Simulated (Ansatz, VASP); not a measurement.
Given: the input of a run of Ansatz 0.2.0 on CuO.

Contents of input.yaml:

```yaml
crystal:
  lattice:
    - [1.977605396, -2.1390962088, 0.0]
    - [1.977605396, 2.1390962088, 0.0]
    - [0.0, 0.0, 5.1213234137]
  atoms:
    - { symbol: Cu, position: [0.5, 0.0, 0.0] }
    - { symbol: Cu, position: [0.0, 0.5, 0.5] }
    - { symbol: O, position: [0.5, 0.5, 0.25] }
    - { symbol: O, position: [0.5, 0.5, 0.75] }
kpoints:
  mp_grid: { grid: [9, 9, 5] }
scf:
  occupations: { method: fermi_dirac, width: 0.05 }
hamiltonian:
  xc: pbe
  pseudopotentials: { kind: all_electron, lapw: { basis_error: 0.001 } }
output:
  forces: true
  stress: true
  eigenvalues: true
```

Potentials or basis: all-electron LAPW, scalar-relativistic.

The run is started by

```sh
$ ansatz run input.yaml --threads 2 --pin off --max-ram 6144MiB --backend cpu --events-out ev --progress --plain --runs-dir out
```

**Question.** Set up the same calculation for VASP 6.6.1. Potentials there: VASP PAW PBE potentials, release 64 (Cu, O).

**Answer.** As run (the cutoff follows the program's own potentials):

The input INCAR:

```
SYSTEM = CuO
PREC = Accurate
ENCUT = 520
EDIFF = 1E-6
ISMEAR = -1
SIGMA = 0.05
LREAL = .FALSE.
LASPH = .TRUE.
NELM = 100
ALGO = Normal
ISIF = 2
LWAVE = .FALSE.
LCHARG = .FALSE.
GGA = PE
NBANDS = 25
```

File KPOINTS:

```
Automatic mesh
0
G
  9 9 5
  0 0 0
```

POSCAR

```
CuO
1.0
    1.9776053960     -2.1390962088      0.0000000000
    1.9776053960      2.1390962088      0.0000000000
    0.0000000000      0.0000000000      5.1213234137
Cu O
2 2
Direct
    0.5000000000      0.0000000000      0.0000000000
    0.0000000000      0.5000000000      0.5000000000
    0.5000000000      0.5000000000      0.2500000000
    0.5000000000      0.5000000000      0.7500000000
```

Potentials or basis: VASP PAW PBE potentials, release 64 (Cu, O).

Launch:

```console
$ cat potpaw_PBE.64/Cu/POTCAR potpaw_PBE.64/O/POTCAR > POTCAR
$ mpirun -np 1 vasp_std > vasp.out
```

Both were run:

|  | VASP | Ansatz | Ansatz less VASP |
| --- | --- | --- | --- |
| gap on the k mesh at the Fermi level (eV) | none | none | - |
| pressure (GPa) | 5.6 | 4.8 | -0.77 |
| traceless stress, the component that is largest in VASP (GPa) | 0.89 | 0.60 | -0.284 |

A gap of «none» marks a metal or a gap that the smearing closes. Ansatz ran all-electron here, and VASP with PAW potentials.
